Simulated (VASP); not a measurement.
# Na (P6_3/mmc) in VASP: a series of runs

Na is run at these levels: PBE; tasks: single point.

All numbers are computed with VASP 6.6.1; they aren't measurements. Logs are shortened: lines on timing, memory, paths and dates and some standing lists are left out, and cuts for length are marked.

## 1. The cell of the first run

The structure is hexagonal, space group P6_3/mmc (No. 194). The conventional cell has a = 3.578 Å, b = 3.578 Å, c = 5.813 Å, α = 90.00°, β = 90.00°, γ = 120.00°. Na (site symmetry -6m2) has 12 Na at 3.57 to 3.58 Å within 4.7 Å.

This isn't the form of Na at room conditions, which is bcc.

## 2. Single point, PBE

Input file INCAR:

```
SYSTEM = Na
ALGO     = Normal         ! electronic algorithm
EDIFF    = 1E-7           ! SCF threshold, eV
ENCUT    = 520            ! plane-wave cutoff, eV
GGA      = PE             ! functional
ISIF     = 2              ! what is computed and relaxed
ISMEAR   = -1             ! smearing method
LASPH    = .TRUE.         ! aspherical terms in the spheres
LCHARG   = .FALSE.        ! write CHGCAR
LREAL    = .FALSE.        ! projectors in reciprocal space
LWAVE    = .FALSE.        ! write WAVECAR
NBANDS   = 14             ! bands
NELM     = 100            ! most SCF steps
PREC     = Accurate       ! precision mode
SIGMA    = 0.08           ! smearing width, eV
```

Input file KPOINTS:

```
k-points
0
G
  12 12 7
  0 0 0
```

Input file POSCAR:

```
Na
1.0
    3.5783697222      0.0000000000      0.0000000000
   -1.7891848611      3.0989590835      0.0000000000
    0.0000000000      0.0000000000      5.8129968174
Na
2
Direct
    0.3333333333      0.6666666667      0.2500000000
    0.6666666667      0.3333333333      0.7500000000
```

Potentials or basis: VASP PAW PBE potentials, release 64 (Na_pv).

Run with:

```sh
cat potpaw_PBE.64/Na_pv/POTCAR > POTCAR
mpirun -np 1 vasp_std > vasp.out
```

OUTCAR:

```text
SYSTEM = Na
   EDIFF = 1E-7
   ENCUT = 520
   GGA = PE
   ISIF = 2
   ISMEAR = -1
   LASPH = .TRUE.
   LREAL = .FALSE.
   NELM = 100
   PREC = Accurate

 ion  position               nearest neighbor table
   1  0.333  0.667  0.250-
   2  0.667  0.333  0.750-

  LATTYP: Found a hexagonal cell.
 ALAT       =     3.5783697222
 C/A-ratio  =     1.6244818922

  Lattice vectors:

 A1 = (   3.5783697222,   0.0000000000,   0.0000000000)
 A2 = (  -1.7891848611,   3.0989590835,   0.0000000000)
 A3 = (   0.0000000000,   0.0000000000,   5.8129968174)

Analysis of symmetry for initial positions (statically):
=====================================================================
 Subroutine PRICEL returns:
 Original cell was already a primitive cell.

 Routine SETGRP: Setting up the symmetry group for a
 hexagonal supercell.

 Subroutine GETGRP returns: Found 24 space group operations
 (whereof 12 operations were pure point group operations)
 out of a pool of 24 trial point group operations.

The static configuration has the point symmetry D_3d.
 The point group associated with its full space group is D_6h.

Analysis of symmetry for dynamics (positions and initial velocities):
=====================================================================
 Subroutine PRICEL returns:
 Original cell was already a primitive cell.

 Routine SETGRP: Setting up the symmetry group for a
 hexagonal supercell.

 Subroutine GETGRP returns: Found 24 space group operations
 (whereof 12 operations were pure point group operations)
 out of a pool of 24 trial point group operations.

The dynamic configuration has the point symmetry D_3d.
 The point group associated with its full space group is D_6h.

 Subroutine INISYM returns: Found 24 space group operations
 (whereof 12 operations are pure point group operations),
 and found     1 'primitive' translations

----------------------------------------------------------------------------------------

                                     Primitive cell

  volume of cell :      64.4616

  direct lattice vectors                    reciprocal lattice vectors
     3.578369722  0.000000000  0.000000000     0.279456869  0.161344499  0.000000000
    -1.789184861  3.098959084  0.000000000     0.000000000  0.322688998  0.000000000
     0.000000000  0.000000000  5.812996817     0.000000000  0.000000000  0.172028307

  length of vectors
     3.578369722  3.578369722  5.812996817     0.322688998  0.322688998  0.172028307

  position of ions in fractional coordinates (direct lattice)
     0.333333333  0.666666667  0.250000000
     0.666666667  0.333333333  0.750000000

  ion indices of the primitive-cell ions
   primitive index   ion index
                 1           1
                 2           2

----------------------------------------------------------------------------------------

 KPOINTS: k-points

Automatic generation of k-mesh.
 Grid dimensions read from file:
 generate k-points for:   12   12    7

 Generating k-lattice:

  Cartesian coordinates                     Fractional coordinates (reciprocal lattice)
     0.023288072  0.013445375  0.000000000     0.083333333  0.000000000  0.000000000
     0.000000000  0.026890750  0.000000000     0.000000000  0.083333333  0.000000000
     0.000000000  0.000000000  0.024575472     0.000000000  0.000000000  0.142857143

  Length of vectors
     0.026890750  0.026890750  0.024575472

  Shift w.r.t. Gamma in fractional coordinates (k-lattice)
     0.000000000  0.000000000  0.000000000

 Subroutine IBZKPT returns following result:
 ===========================================

 Found     76 irreducible k-points:

 Following reciprocal coordinates:
            Coordinates               Weight
  0.000000  0.000000  0.000000      1.000000
  0.083333  0.000000  0.000000      6.000000
  0.166667  0.000000  0.000000      6.000000
  0.250000  0.000000  0.000000      6.000000
  0.333333 -0.000000  0.000000      6.000000
  0.416667 -0.000000  0.000000      6.000000
[... 16 lines left out ...]
  0.250000  0.000000  0.142857     12.000000
  0.333333 -0.000000  0.142857     12.000000
 [... further k-points ...]
   k-points           NKPTS =     76   k-points in BZ     NKDIM =     76   number of bands    NBANDS=     14
   number of dos      NEDOS =    301   number of ions     NIONS =      2
   total plane-waves  NPLWV =  37632
   dimension x,y,z NGX =    28 NGY =   28 NGZ =   48
   dimension x,y,z NGXF=    56 NGYF=   56 NGZF=   96
   ions per type =               2
   NGX,Y,Z   is equivalent  to a cutoff of  13.01, 13.01, 13.73 a.u.
   NGXF,Y,Z  is equivalent  to a cutoff of  26.02, 26.02, 27.46 a.u.
 SYSTEM =  Na
   PREC   = accura    normal or accurate (medium, high low for compatibility)
   ISTART =      0    job   : 0-new  1-cont  2-samecut
   ICHARG =      2    charge: 1-file 2-atom 10-const
   ISPIN  =      1    spin polarized calculation?
   LNONCOLLINEAR =      F non collinear calculations
   LSORBIT =      F    spin-orbit coupling
   LASPH  =      T    aspherical Exc in radial PAW
   ENCUT  =  520.0 eV  38.22 Ry    6.18 a.u.   6.65  6.65 10.81*2*pi/ulx,y,z
   NELM   =    100;   NELMIN=  2; NELMDL= -5     # of ELM steps
   EDIFF  = 0.1E-06   stopping-criterion for ELM
   LREAL  =      F    real-space projection
   EDIFFG = 0.1E-05   stopping-criterion for IOM
   NSW    =      0    number of steps for IOM
   IBRION =     -1    ionic relax: 0-MD 1-quasi-New 2-CG
   NFREE  =      0    steps in history (QN), initial steepest desc. (CG)
   ISIF   =      2    stress and relaxation
   ISYM   =      2    0-nonsym 1-usesym 2-fastsym
   POTIM  = 0.5000    time-step for ionic-motion
   TEBEG  =    0.0;   TEEND  =   0.0 temperature during run
   PSTRESS=    0.0 pullay stress
   NELECT =      14.0000    total number of electrons
   NUPDOWN=      -1.0000    fix difference up-down
   EMIN   =  10.00;   EMAX   =-10.00  energy-range for DOS
   EFERMI =   0.00;   METHOD = LEGACY
   ISMEAR =    -1;   SIGMA  =   0.08  broadening in eV -4-tet -1-fermi 0-gaus
   EFERMI_NEDOS =   21; number of points for ismear=-14 and -15
   IALGO  =     38    algorithm
   IMIX   =      4    mixing-type and parameters
     AMIX     =   0.40;   BMIX     =  1.00
     AMIX_MAG =   1.60;   BMIX_MAG =  1.00
  volume/ion in A,a.u.               =      32.23       217.50
  Fermi-wavevector in a.u.,A,eV,Ry     =   0.984050  1.859585 13.175259  0.968354
  Thomas-Fermi vector in A             =   2.115254
   LORBIT       =      0    0 simple, 1 ext, 2 COOP (PROOUT), +10 PAW based schemes
   GGA     = PE    functional components
   LHFCALC =     F    Hartree Fock is set to
   AEXX    =    0.0000 exact exchange contribution
   IVDW    =     0    specifies the selected vdW correction
   LEPSILON=     F    determine dielectric tensor
   LRPA    =     F    only Hartree local field effects (RPA)
 non-spin polarized calculation
  energy-cutoff  :      520.00
  volume of cell :       64.46
 maximum number of plane-waves:      1762
 NGX is ok and might be reduce to    28
   NGX = 13   NGY = 13   NGZ = 21

 number of electron      14.0000019 magnetization

 Free energy of the ion-electron system (eV)
  ---------------------------------------------------
  ext. energy  EPLUGINS =         0.00000000
  ---------------------------------------------------
  free energy    TOTEN  =        -2.59463994 eV

  energy without entropy =       -2.57532082  energy(sigma->0) =       -2.58498038

 E-fermi :   0.7675     XC(G=0):  -6.8783

 val. band max:        0.7538362431   @ k =   0.1667   0.1667   0.2857
 cond. band min:       0.7678498075   @ k =   0.0833   0.0833   0.1429
 fundamental gap:      0.0140135644
 Fermi energy:         0.7675394658

 k-point     1 :       0.0000    0.0000    0.0000
  band No.  band energies     occupation
      1     -24.0972      2.00000
      2     -24.0470      2.00000
      3     -24.0470      2.00000
      4     -24.0390      2.00000
      5     -24.0390      2.00000
      6     -24.0389      2.00000
      7      -2.8225      2.00000
      8       1.3597      0.00122
      9       1.9044      0.00000
     10      11.5028      0.00000
     11      11.5028      0.00000
     12      12.0483      0.00000
     13      12.0483      0.00000
     14      12.0607      0.00000

 k-point     2 :       0.0833    0.0000    0.0000
  band No.  band energies     occupation
      1     -24.0959      2.00000
      2     -24.0498      2.00000
      3     -24.0479      2.00000
      4     -24.0419      2.00000
      5     -24.0394      2.00000
      6     -24.0394      2.00000
      7      -2.7093      2.00000
      8       1.4574      0.00036
      9       2.0133      0.00000
     10       9.7445      0.00000
     11      10.7811      0.00000
     12      11.2292      0.00000
     13      12.8714      0.00000
     14      12.9822      0.00000

 k-point     3 :       0.1667    0.0000    0.0000
  band No.  band energies     occupation
      1     -24.0921      2.00000
      2     -24.0576      2.00000
      3     -24.0503      2.00000
      4     -24.0499      2.00000
      5     -24.0409      2.00000
      6     -24.0407      2.00000
      7      -2.3716      2.00000
      8       1.7511      0.00001
      9       2.3340      0.00000
     10       7.7337      0.00000
     11      10.0023      0.00000
     12      10.1126      0.00000
     13      11.3614      0.00000
     14      12.7474      0.00000
[... 324 lines left out ...]
 k-point    23 :       0.2500    0.0000    0.1429
  band No.  band energies     occupation
      1     -24.0858      2.00000
      2     -24.0669      2.00000
      3     -24.0621      2.00000
      4     -24.0530      2.00000
      5     -24.0441      2.00000
      6     -24.0431      2.00000
      7      -1.7220      2.00000
      8       1.3868      0.00087
      9       3.8269      0.00000
     10       5.9825      0.00000
     11       8.4703      0.00000
     12       9.4612      0.00000
     13       9.7860      0.00000
     14      11.9551      0.00000

 k-point    24 :       0.3333   -0.0000    0.1429
  band No.  band energies     occupation
      1     -24.0846      2.00000
      2     -24.0746      2.00000
      3     -24.0711      2.00000
      4     -24.0561      2.00000
      5     -24.0470      2.00000
      6     -24.0451      2.00000
      7      -0.9549      2.00000
      8       2.0888      0.00000
      9       3.9109      0.00000
     10       4.8997      0.00000
     11       6.9198      0.00000
     12       8.7028      0.00000
     13       9.0206      0.00000
     14      10.9017      0.00000

 [... further k-points ...]

------------------------ aborting loop because EDIFF is reached ----------------------------------------

  FORCE on cell =-STRESS in cart. coord.  units (eV):
  Direction    XX          YY          ZZ          XY          YZ          ZX
  --------------------------------------------------------------------------------------
  -------------------------------------------------------------------------------------
  Total        0.5659048      0.5659048      0.5688969      0.0000000      0.0000000      0.0000000
  in kB       14.0654247     14.0654247     14.1397911      0.0000000      0.0000000      0.0000000
  external PRESSURE =      14.0902135 kB  Pullay stress =       0.0000000 kB

 VOLUME and BASIS-vectors are now :
 -----------------------------------------------------------------------------
  energy-cutoff  :      520.00
  volume of cell :       64.46
      direct lattice vectors                 reciprocal lattice vectors
     3.578369722  0.000000000  0.000000000     0.279456869  0.161344499  0.000000000
    -1.789184861  3.098959084  0.000000000     0.000000000  0.322688998  0.000000000
     0.000000000  0.000000000  5.812996817     0.000000000  0.000000000  0.172028307

 POSITION                                       TOTAL-FORCE (eV/Angst)
 -----------------------------------------------------------------------------------
     -0.00000      2.06597      1.45325        -0.000000      0.000000      0.000000
      1.78918      1.03299      4.35975         0.000000     -0.000000     -0.000000
 -----------------------------------------------------------------------------------
    total drift:                               -0.000000      0.000000      0.000000

  FREE ENERGIE OF THE ION-ELECTRON SYSTEM (eV)
  ---------------------------------------------------
  free  energy   TOTEN  =        -2.5946399379 eV

  energy  without entropy=       -2.5753208193  energy(sigma->0) =       -2.58498038
```

It took 71 s on 1 thread of Intel Xeon 8259CL, shared host; peak memory 0.2 GiB.

What came out:

* Free energy: -2.5946 eV
* Pressure: 1.4 GPa
* Band gap on the k mesh: zero (bands 7 and 8 overlap by 4.19 eV)

Levels at points of the mesh, in eV from the Fermi level:
```csv
k point,band 3,band 4,band 5,band 6,band 7,band 8,band 9,band 10,band 11,band 12
"(0.00, 0.00, 0.00)",-24.81,-24.81,-24.81,-24.81,-3.59,0.59,1.14,10.74,10.74,11.28
"(0.50, 0.00, 0.00)",-24.84,-24.83,-24.82,-24.81,0.22,0.41,4.08,4.23,4.85,5.00
```

## 3. Single point, PBE

Input file INCAR:

```
ALGO = Normal ; EDIFF = 1E-6
ENCUT = 520 ; GGA = PE
ISIF = 2 ; ISMEAR = -1
LASPH = True ; LCHARG = False
LREAL = False ; LWAVE = False
NBANDS = 14 ; NELM = 80
PREC = Accurate ; SIGMA = 0.08
```

Input file KPOINTS:

```
k-points
0
Gamma
  12 12 7
```

POSCAR is that of step 2.

Potentials or basis: VASP PAW PBE potentials, release 64 (Na_pv).

Run with:

```sh
cat potpaw_PBE.64/Na_pv/POTCAR > POTCAR
mpirun -np 1 vasp_std > vasp.out
```

Wall time 48 s (1 thread of Intel Xeon 8259CL, shared host); peak memory 0.2 GiB.

Results (log left out):

* Free energy: -2.5946 eV
* Pressure: 1.4 GPa
* Band gap on the k mesh: zero (bands 7 and 8 overlap by 4.19 eV)

Levels at points of the mesh, in eV from the Fermi level:
| k point | band 5 | band 6 | band 7 | band 8 | band 9 | band 10 |
| --- | --- | --- | --- | --- | --- | --- |
| (0.00, 0.00, 0.00) | -24.81 | -24.81 | -3.59 | 0.59 | 1.14 | 10.74 |
| (0.50, 0.00, 0.00) | -24.82 | -24.81 | 0.22 | 0.41 | 4.08 | 4.23 |
